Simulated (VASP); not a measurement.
Set up this calculation in VASP 6.6.1, as the native input.

* Task: single point
* Functional: PBEsol
* Potentials or basis: VASP PAW PBE potentials, release 64 (K_sv, I)
* Cutoff: 520 eV
* k mesh: 6 × 6 × 6
* Occupations: gaussian, width 0.01 eV
* Spin: non-collinear spin, zero start, spin-orbit coupling
* Starting moments: [[0.0, 0.0, 0.0], [0.0, 0.0, 0.0]] μB
* Dipole correction: no
* Further INCAR settings: ALGO = Normal; EDIFF = 1e-07; NBANDS = 28

The structure of KI lies in POSCAR:

```
KI
1.0
    0.0000000000      3.5024800858      3.4849676854
    3.5024800858      0.0000000000      3.4849676854
    3.5024800858      3.5024800858      0.0000000000
K I
1 1
Direct
    0.0000000000      0.0000000000      0.0000000000
    0.5000000000      0.5000000000      0.5000000000
```

This cell differs from its parent crystal: z stretched by -0.5 %, x and y held.

One way to write it, as run:

INCAR

```
PREC = Accurate
ENCUT = 520
EDIFF = 1E-7
ISMEAR = 0
SIGMA = 0.01
LREAL = False
LASPH = True
NELM = 150
ALGO = Normal
ISIF = 2
LWAVE = False
LCHARG = True
MAGMOM = 0 0 0 0 0 0
LORBIT = 11
LSORBIT = True
GGA_COMPAT = False
LORBMOM = True
GGA = PS
LVHAR = True
NBANDS = 28
```

KPOINTS

```
Automatic mesh
0
Gamma
  6 6 6
```

Potentials or basis: VASP PAW PBE potentials, release 64 (K_sv, I).

Command:

```console
$ cat potpaw_PBE.64/K_sv/POTCAR potpaw_PBE.64/I/POTCAR > POTCAR
$ mpirun -np 1 vasp_ncl > vasp.out
```

It gave:

* Pressure: 0.1 GPa
* Net moment: 0.00 μB per cell
* Valence electrons inside the program's atomic spheres: K 7.55; I 4.34

Caveat: the cell differs from its parent crystal (z stretched by -0.5 %, x and y held); the PAW data sets were made with another functional, which shifts forces and pressure a little.

Run time: 3.4 min on 1 thread of Oxide Virtual Turin-like Processor (shared host), peak memory 0.5 GiB.
